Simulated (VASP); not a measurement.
Here is a VASP 6.6.1 calculation.

The input INCAR:

```
PREC = Accurate ; ENCUT = 500
EDIFF = 1E-6 ; ISMEAR = -1
SIGMA = 0.008617333262145177 ; LREAL = F
LASPH = T ; NELM = 120
ALGO = Normal ; ISIF = 2
LWAVE = F ; LCHARG = F
GGA = PE ; NBANDS = 11
GGA_COMPAT = F
```

The input KPOINTS:

```
Automatic mesh
0
Gamma
  4 4 4
```

Contents of POSCAR:

```
Sr
1.0
   -2.4250000000      2.4250000000      2.4250000000
    2.4250000000     -2.4250000000      2.4250000000
    2.4250000000      2.4250000000     -2.4250000000
Sr
1
Direct
    0.0000000000      0.0000000000      0.0000000000
```

Potentials or basis: VASP PAW PBE potentials, release 64 (Sr_sv).

Command:

```sh
$ cat potpaw_PBE.64/Sr_sv/POTCAR > POTCAR
$ mpirun -np 1 vasp_std > vasp.out
```

(1) Predict the pressure.

(2) Predict the band gap on the k mesh.

Results:

(1) -0.9 GPa.

(2) zero (band 5 reaches 1.80 eV, above the bottom of band 6 at 1.37 eV).

Caveat: the k points lie up to 0.46 Å⁻¹ apart.
